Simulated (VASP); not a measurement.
Crystal: Ni.

```
Ni
1.0
     2.44802    0.00000    0.00000
    -1.22401    2.12005    0.00000
     0.00000    0.00000    4.07281
Ni
2
Direct
  0.66667 0.33333 0.75000
  0.33333 0.66667 0.25000
```

This isn't the form of Ni at room conditions, which is fcc.

Base run:

| Property | Result |
| --- | --- |
| Program | VASP 6.6.1 |
| Functional | PBE |
| Potentials or basis | VASP PAW PBE potentials, release 64 (Ni) |
| Cutoff | 520 eV |
| k mesh | 12 × 12 × 7 |
| Occupations | fermi-dirac, width 0.05 eV |
| Spin | collinear spin, ferromagnetic start |
| Starting moments | [1.0, 1.0] μB |

Its results: pressure 7.0 GPa; net moment 1.27 μB per cell; site moments Ni +0.64 μB.

**Question.** After a change of settings the same cell gave: pressure -11.0 GPa; net moment 1.17 μB per cell; site moments Ni +0.59 μB. Which change was it?
A. functional from PBE to LDA; potentials or basis from VASP PAW PBE potentials, release 64 (Ni) to VASP PAW LDA potentials, release 64 (Ni)
B. occupations from fermi-dirac, width 0.05 eV to gaussian, width 0.012 eV
C. occupations from fermi-dirac, width 0.05 eV to gaussian, width 0.011 eV; further incar settings from ALGO = Normal; EDIFF = 1e-06; NBANDS = 21 to ALGO = Fast; EDIFF = 1e-06; NBANDS = 21
D. functional from PBE to revPBE

**Answer.** A.

Caveats: the cell stands under pressure (at least some runs); the cell stands under tension (at least some runs).
